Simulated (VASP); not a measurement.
# Bi2B3Br (P4/mmm) in VASP: further runs

Bi2B3Br is run at these levels: PBE; tasks: relaxation of cell and atoms, single point.

All numbers are computed with VASP 6.6.1; they aren't measurements. Logs are shortened: lines on timing, memory, paths and dates and some standing lists are left out, and cuts for length are marked.

### Step 1. The cell of the first run

It takes space group P4/mmm (No. 123, tetragonal). Conventional cell: a = 4.775 Å, b = 4.775 Å, c = 6.118 Å, α = 90.00°, β = 90.00°, γ = 90.00°. Within 2.1 Å of B (site symmetry 4mm) lie 1 B at 1.54 Å. Within 3.0 Å of B (site symmetry 4/mmm) lie 2 B at 2.29 Å. Bi (site symmetry mmm) has 2 Br at 2.39 Å and 4 B at 2.51 Å within 3.2 Å. Within 3.2 Å of Br (site symmetry 4/mmm) lie 4 Bi at 2.39 Å.

The cell was generated, and may not be a known phase.

### Step 2. Relaxation of cell and atoms, PBE

The input, INCAR:

```
SYSTEM = Bi2B3Br
ALGO     = Normal         ! electronic algorithm
EDIFF    = 1E-6           ! SCF threshold, eV
EDIFFG   = -0.04          ! ionic threshold
ENCUT    = 600            ! plane-wave cutoff, eV
GGA      = PE             ! functional
IBRION   = 2              ! ionic algorithm
ISIF     = 3              ! what is computed and relaxed
ISMEAR   = 0              ! smearing method
LASPH    = .True.         ! aspherical terms in the spheres
LCHARG   = .False.        ! write CHGCAR
LREAL    = .False.        ! projectors in reciprocal space
LWAVE    = .False.        ! write WAVECAR
NELM     = 100            ! most SCF steps
NSW      = 90             ! ionic steps
PREC     = Accurate       ! precision mode
SIGMA    = 0.1            ! smearing width, eV
```

The input, KPOINTS:

```
k-points
0
Gamma
  4 4 4
  0 0 0
```

The input, POSCAR:

```
Bi2B3Br
1.0
    4.7749944800      0.0000000000      0.0000000000
    0.0000000000      4.7749944800      0.0000000000
    0.0000000000      0.0000000000      6.1178720800
B Bi Br
3 2 1
Direct
    0.0000000000      0.0000000000      0.8739997500
    0.0000000000      0.0000000000      0.1260002500
    0.0000000000      0.0000000000      0.5000000000
    0.0000000000      0.5000000000      0.0000000000
    0.5000000000      0.0000000000      0.0000000000
    0.5000000000      0.5000000000      0.0000000000
```

Potentials or basis: VASP PAW PBE potentials, release 64 (B, Bi_d, Br).

Command:

```sh
$ cat potpaw_PBE.64/B/POTCAR potpaw_PBE.64/Bi_d/POTCAR potpaw_PBE.64/Br/POTCAR > POTCAR
$ mpirun -np 1 vasp_std > vasp.out
```

OUTCAR:

```text
SYSTEM = Bi2B3Br
   EDIFF = 1E-6
   EDIFFG = -0.04
   ENCUT = 600
   GGA = PE
   IBRION = 2
   ISIF = 3
   ISMEAR = 0
   LASPH = .True.
   LREAL = .False.
   NELM = 100
   NSW = 90
   PREC = Accurate

 ion  position               nearest neighbor table
   1  0.000  0.000  0.874-   2 1.54   4 2.51   5 2.51   4 2.51   5 2.51
   2  0.000  0.000  0.126-   1 1.54   4 2.51   5 2.51   4 2.51   5 2.51
   3  0.000  0.000  0.500-
   4  0.000  0.500  0.000-   6 2.39   6 2.39   1 2.51   1 2.51   2 2.51   2 2.51   5 3.38   5 3.38
                             5 3.38   5 3.38
   5  0.500  0.000  0.000-   6 2.39   6 2.39   1 2.51   2 2.51   1 2.51   2 2.51   4 3.38   4 3.38
                             4 3.38   4 3.38
   6  0.500  0.500  0.000-   4 2.39   5 2.39   5 2.39   4 2.39

  LATTYP: Found a simple tetragonal cell.
 ALAT       =     4.7749944800
 C/A-ratio  =     1.2812312361

  Lattice vectors:

 A1 = (   4.7749944800,   0.0000000000,   0.0000000000)
 A2 = (   0.0000000000,   4.7749944800,   0.0000000000)
 A3 = (   0.0000000000,   0.0000000000,   6.1178720800)

Analysis of symmetry for initial positions (statically):
=====================================================================
 Subroutine PRICEL returns:
 Original cell was already a primitive cell.

 Routine SETGRP: Setting up the symmetry group for a
 simple tetragonal supercell.

 Subroutine GETGRP returns: Found 16 space group operations
 (whereof 16 operations were pure point group operations)
 out of a pool of 16 trial point group operations.

The static configuration has the point symmetry D_4h.

Analysis of symmetry for dynamics (positions and initial velocities):
=====================================================================
 Subroutine PRICEL returns:
 Original cell was already a primitive cell.

 Routine SETGRP: Setting up the symmetry group for a
 simple tetragonal supercell.

 Subroutine GETGRP returns: Found 16 space group operations
 (whereof 16 operations were pure point group operations)
 out of a pool of 16 trial point group operations.

The dynamic configuration has the point symmetry D_4h.

 Subroutine INISYM returns: Found 16 space group operations
 (whereof 16 operations are pure point group operations),
 and found     1 'primitive' translations

----------------------------------------------------------------------------------------

                                     Primitive cell

  volume of cell :     139.4910

  direct lattice vectors                    reciprocal lattice vectors
     4.774994480  0.000000000  0.000000000     0.209424326  0.000000000  0.000000000
     0.000000000  4.774994480  0.000000000     0.000000000  0.209424326  0.000000000
     0.000000000  0.000000000  6.117872080     0.000000000  0.000000000  0.163455526

  length of vectors
     4.774994480  4.774994480  6.117872080     0.209424326  0.209424326  0.163455526

  position of ions in fractional coordinates (direct lattice)
     0.000000000  0.000000000  0.873999750
     0.000000000  0.000000000  0.126000250
     0.000000000  0.000000000  0.500000000
     0.000000000  0.500000000  0.000000000
     0.500000000  0.000000000  0.000000000
     0.500000000  0.500000000  0.000000000

  ion indices of the primitive-cell ions
   primitive index   ion index
                 1           1
                 2           2
                 3           3
                 4           4
                 5           5
                 6           6

----------------------------------------------------------------------------------------

 KPOINTS: k-points

Automatic generation of k-mesh.
 Grid dimensions read from file:
 generate k-points for:    4    4    4

 Generating k-lattice:

  Cartesian coordinates                     Fractional coordinates (reciprocal lattice)
     0.052356081  0.000000000  0.000000000     0.250000000  0.000000000  0.000000000
     0.000000000  0.052356081  0.000000000     0.000000000  0.250000000  0.000000000
     0.000000000  0.000000000  0.040863882     0.000000000  0.000000000  0.250000000

  Length of vectors
     0.052356081  0.052356081  0.040863882

  Shift w.r.t. Gamma in fractional coordinates (k-lattice)
     0.000000000  0.000000000  0.000000000

 Subroutine IBZKPT returns following result:
 ===========================================

 Found     18 irreducible k-points:

 Following reciprocal coordinates:
            Coordinates               Weight
  0.000000  0.000000  0.000000      1.000000
  0.250000  0.000000  0.000000      4.000000
  0.500000  0.000000  0.000000      2.000000
  0.250000  0.250000  0.000000      4.000000
  0.500000  0.250000  0.000000      4.000000
  0.500000  0.500000  0.000000      1.000000
[... 10 lines left out ...]
  0.500000  0.250000  0.500000      4.000000
  0.500000  0.500000  0.500000      1.000000
   k-points           NKPTS =     18   k-points in BZ     NKDIM =     18   number of bands    NBANDS=     27
   number of dos      NEDOS =    301   number of ions     NIONS =      6
   total plane-waves  NPLWV =  80000
   dimension x,y,z NGX =    40 NGY =   40 NGZ =   50
   dimension x,y,z NGXF=    80 NGYF=   80 NGZF=  100
   ions per type =               3   2   1
   NGX,Y,Z   is equivalent  to a cutoff of  13.93, 13.93, 13.59 a.u.
   NGXF,Y,Z  is equivalent  to a cutoff of  27.85, 27.85, 27.17 a.u.
 SYSTEM =  Bi2B3Br
   PREC   = accura    normal or accurate (medium, high low for compatibility)
   ISTART =      0    job   : 0-new  1-cont  2-samecut
   ICHARG =      2    charge: 1-file 2-atom 10-const
   ISPIN  =      1    spin polarized calculation?
   LNONCOLLINEAR =      F non collinear calculations
   LSORBIT =      F    spin-orbit coupling
   LASPH  =      T    aspherical Exc in radial PAW
   ENCUT  =  600.0 eV  44.10 Ry    6.64 a.u.   9.54  9.54 12.22*2*pi/ulx,y,z
   NELM   =    100;   NELMIN=  2; NELMDL= -5     # of ELM steps
   EDIFF  = 0.1E-05   stopping-criterion for ELM
   LREAL  =      F    real-space projection
   EDIFFG = -.4E-01   stopping-criterion for IOM
   NSW    =     90    number of steps for IOM
   IBRION =      2    ionic relax: 0-MD 1-quasi-New 2-CG
   NFREE  =      1    steps in history (QN), initial steepest desc. (CG)
   ISIF   =      3    stress and relaxation
   ISYM   =      2    0-nonsym 1-usesym 2-fastsym
   POTIM  = 0.5000    time-step for ionic-motion
   TEBEG  =    0.0;   TEEND  =   0.0 temperature during run
   PSTRESS=    0.0 pullay stress
   NELECT =      46.0000    total number of electrons
   NUPDOWN=      -1.0000    fix difference up-down
   EMIN   =  10.00;   EMAX   =-10.00  energy-range for DOS
   EFERMI =   0.00;   METHOD = LEGACY
   ISMEAR =     0;   SIGMA  =   0.10  broadening in eV -4-tet -1-fermi 0-gaus
   EFERMI_NEDOS =   21; number of points for ismear=-14 and -15
   IALGO  =     38    algorithm
   IMIX   =      4    mixing-type and parameters
     AMIX     =   0.40;   BMIX     =  1.00
     AMIX_MAG =   1.60;   BMIX_MAG =  1.00
  volume/ion in A,a.u.               =      23.25       156.89
  Fermi-wavevector in a.u.,A,eV,Ry     =   1.131042  2.137359 17.405334  1.279256
  Thomas-Fermi vector in A             =   2.267740
   LORBIT       =      0    0 simple, 1 ext, 2 COOP (PROOUT), +10 PAW based schemes
   GGA     = PE    functional components
   LHFCALC =     F    Hartree Fock is set to
   AEXX    =    0.0000 exact exchange contribution
   IVDW    =     0    specifies the selected vdW correction
   LEPSILON=     F    determine dielectric tensor
   LRPA    =     F    only Hartree local field effects (RPA)
 conjugate gradient relaxation of ions
 non-spin polarized calculation
 Gauss-broadening in eV      SIGMA  =   0.10
  energy-cutoff  :      600.00
  volume of cell :      139.49
 maximum number of plane-waves:      4725
 NGX is ok and might be reduce to    40
   NGX = 19   NGY = 19   NGZ = 25

--------------------------------------- Ionic step        1  -------------------------------------------

 number of electron      46.0000006 magnetization

 Free energy of the ion-electron system (eV)
  ---------------------------------------------------
  ext. energy  EPLUGINS =         0.00000000
  ---------------------------------------------------
  free energy    TOTEN  =       -14.31542848 eV

  energy without entropy =      -14.30537315  energy(sigma->0) =      -14.31040081

------------------------ aborting loop because EDIFF is reached ----------------------------------------

  FORCE on cell =-STRESS in cart. coord.  units (eV):
  Direction    XX          YY          ZZ          XY          YZ          ZX
  --------------------------------------------------------------------------------------
  -------------------------------------------------------------------------------------
  Total       44.1161691     44.1161691     -7.6709346      0.0000000     -0.0000000      0.0000000
  in kB      506.7132208    506.7132208    -88.1074679      0.0000000     -0.0000000      0.0000000
  external PRESSURE =     308.4396579 kB  Pullay stress =       0.0000000 kB
[... 101 lines left out ...]
  FREE ENERGIE OF THE ION-ELECTRON SYSTEM (eV)
  ---------------------------------------------------
  free  energy   TOTEN  =       -21.9669186865 eV

  energy  without entropy=      -21.9530584966  energy(sigma->0) =      -21.95998859

[... ionic steps 4 to 11 ...]

--------------------------------------- Ionic step       12  -------------------------------------------

 number of electron      46.0000009 magnetization

------------------------ aborting loop because EDIFF is reached ----------------------------------------

  FORCE on cell =-STRESS in cart. coord.  units (eV):
  Direction    XX          YY          ZZ          XY          YZ          ZX
  --------------------------------------------------------------------------------------
  -------------------------------------------------------------------------------------
  Total       -0.0261149     -0.0261149      0.0629505      0.0000000      0.0000000      0.0000000
  in kB       -0.2684097     -0.2684097      0.6470061      0.0000000      0.0000000      0.0000000
  external PRESSURE =       0.0367289 kB  Pullay stress =       0.0000000 kB
[... 65 lines left out ...]
  energy  without entropy=      -25.8358325558  energy(sigma->0) =      -25.84580352

--------------------------------------- Ionic step       14  -------------------------------------------

 number of electron      46.0000009 magnetization

 Free energy of the ion-electron system (eV)
  ---------------------------------------------------
  ext. energy  EPLUGINS =         0.00000000
  ---------------------------------------------------
  free energy    TOTEN  =       -25.85580086 eV

  energy without entropy =      -25.83586136  energy(sigma->0) =      -25.84583111

 E-fermi :   3.5577     XC(G=0):  -8.5338

 val. band max:        3.5557889960   @ k =   0.5000   0.2500   0.2500
 cond. band min:       3.5892201259   @ k =   0.5000   0.5000   0.2500
 fundamental gap:      0.0334311299
 Fermi energy:         3.5577486752

 k-point     1 :       0.0000    0.0000    0.0000
  band No.  band energies     occupation
      1     -19.9331      2.00000
      2     -19.8983      2.00000
      3     -19.8804      2.00000
      4     -19.8536      2.00000
      5     -19.7474      2.00000
      6     -19.7474      2.00000
[... 562 lines left out ...]
  FREE ENERGIE OF THE ION-ELECTRON SYSTEM (eV)
  ---------------------------------------------------
  free  energy   TOTEN  =       -25.8558008598 eV

  energy  without entropy=      -25.8358613556  energy(sigma->0) =      -25.84583111

 reached required accuracy - stopping structural energy minimisation
```

It took 12 min on 1 thread of Oxide Virtual Turin-like, shared host; peak memory 0.29 GiB.

Results:

| Property | Result |
| --- | --- |
| Free energy | -25.8558 eV |
| Relaxed volume | 25.99 Å³/atom |
| Relaxed cell | a = 5.775 Å, b = 5.775 Å, c = 4.675 Å, α = 90.00°, β = 90.00°, γ = 90.00° |
| Space group after relaxing (to 0.1 Å) | P4/mmm (No. 123) |
| Energy gained by relaxing | 1923.4 meV/atom |
| Ionic steps | 14 |
| Pressure after relaxing | 0.0 GPa |
| Band gap on the k mesh | zero (bands 23 and 24 overlap by 1.75 eV) |

The path:
| step | energy change (eV) | largest force (eV/Å) | pressure (GPa) | volume (Å³) |
| --- | --- | --- | --- | --- |
| 1 | 0.0000 | 4.7697 | 30.84 | 139.49 |
| 2 | -6.9395 | 0.0276 | -10.37 | 240.21 |
| 3 | -7.6515 | 1.2673 | -7.36 | 196.85 |
| 4 | -11.3249 | 1.4931 | -3.79 | 169.18 |
| 5 | -11.4523 | 0.7976 | -2.07 | 165.02 |
| 6 | -11.4555 | 0.6313 | -1.70 | 164.22 |
| 7 | -11.4989 | 1.5551 | -0.27 | 157.74 |
| 8 | -11.5059 | 0.9886 | -0.73 | 159.51 |
| 9 | -11.5391 | 0.0270 | 0.37 | 154.82 |
| 10 | -11.5394 | 0.0541 | 0.27 | 155.19 |
| 11 | -11.5403 | 0.0407 | 0.02 | 155.82 |
| 12 | -11.5403 | 0.0501 | 0.00 | 155.88 |
| 13 | -11.5403 | 0.0431 | -0.04 | 155.94 |
| 14 | -11.5404 | 0.0003 | -0.04 | 155.92 |

Final structure:
```cif
data_structure
_symmetry_space_group_name_H-M 'P 1'
_symmetry_Int_Tables_number 1
_cell_length_a 5.7753
_cell_length_b 5.7753
_cell_length_c 4.6746
_cell_angle_alpha 90.000
_cell_angle_beta 90.000
_cell_angle_gamma 90.000
_cell_volume 155.92
loop_
_atom_site_label
_atom_site_type_symbol
_atom_site_fract_x
_atom_site_fract_y
_atom_site_fract_z
_atom_site_occupancy
B1 B 0.00000 0.00000 0.83415 1
B2 B 0.00000 0.00000 0.16585 1
B3 B 0.00000 0.00000 0.50000 1
Bi1 Bi 0.00000 0.50000 0.00000 1
Bi2 Bi 0.50000 0.00000 0.00000 1
Br1 Br 0.50000 0.50000 0.00000 1
```

Caveat: a cell axis changed by over 15 % at a fixed basis, so the end point is rough; spin-orbit coupling is left out, which moves the levels of the heavy elements.

### Step 3. Single point, PBE

This run uses another cell than the first one, of 25.86 Å³/atom.

The input, INCAR:

```
PREC = Accurate ; ENCUT = 520
EDIFF = 1E-7 ; ISMEAR = 0
SIGMA = 0.1 ; LREAL = False
LASPH = True ; NELM = 100
ALGO = Fast ; ISIF = 2
LWAVE = False ; LCHARG = True
GGA = PE ; LELF = True
LVHAR = True ; NBANDS = 32
```

The input, KPOINTS:

```
Automatic mesh
0
Gamma
  8 8 8
```

The input, POSCAR:

```
Bi2B3Br
1.0
    5.7486135162      0.0000000000      0.0000000000
    0.0000000000      5.7486135162      0.0000000000
    0.0000000000      0.0000000000      4.6952674226
B Bi Br
3 2 1
Direct
    0.0000000000      0.0000000000      0.8338054194
    0.0000000000      0.0000000000      0.1661945806
    0.0000000000      0.0000000000      0.5000000000
    0.0000000000      0.5000000000      0.0000000000
    0.5000000000      0.0000000000      0.0000000000
    0.5000000000      0.5000000000      0.0000000000
```

Potentials or basis: VASP PAW PBE potentials, release 64 (B, Bi_d, Br).

Command:

```sh
$ cat potpaw_PBE.64/B/POTCAR potpaw_PBE.64/Bi_d/POTCAR potpaw_PBE.64/Br/POTCAR > POTCAR
$ mpirun -np 1 vasp_std > vasp.out
```

Wall time 11 min (1 thread of Oxide Virtual Turin-like, shared host); peak memory 0.47 GiB.

The run converged. Its results:

| Property | Result |
| --- | --- |
| Free energy | -25.7933 eV |
| Pressure | -0.1 GPa |
| Band gap on the k mesh | zero (bands 23 and 24 overlap by 1.69 eV) |

Levels at points of the mesh, in eV from the Fermi level:
```tsv
k point	band 21	band 22	band 23	band 24	band 25	band 26
(0.00, 0.00, 0.00)	-3.75	0.76	0.89	2.24	2.24	3.34
(0.50, 0.00, 0.00)	-2.04	0.09	0.11	0.29	0.89	2.08
(0.50, 0.50, 0.00)	-1.57	-1.03	-0.40	-0.40	-0.06	0.02
(0.00, 0.00, 0.50)	-3.08	-0.83	-0.83	-0.73	-0.38	3.75
(0.50, 0.00, 0.50)	-2.06	-1.16	-1.09	-0.77	0.88	1.08
(0.50, 0.50, 0.50)	-2.62	-0.76	-0.13	-0.13	0.06	0.19
```

Caveat: spin-orbit coupling is left out, which moves the levels of the heavy elements.

The gap in the log of VASP goes by the Fermi energy; the results here count the filled bands.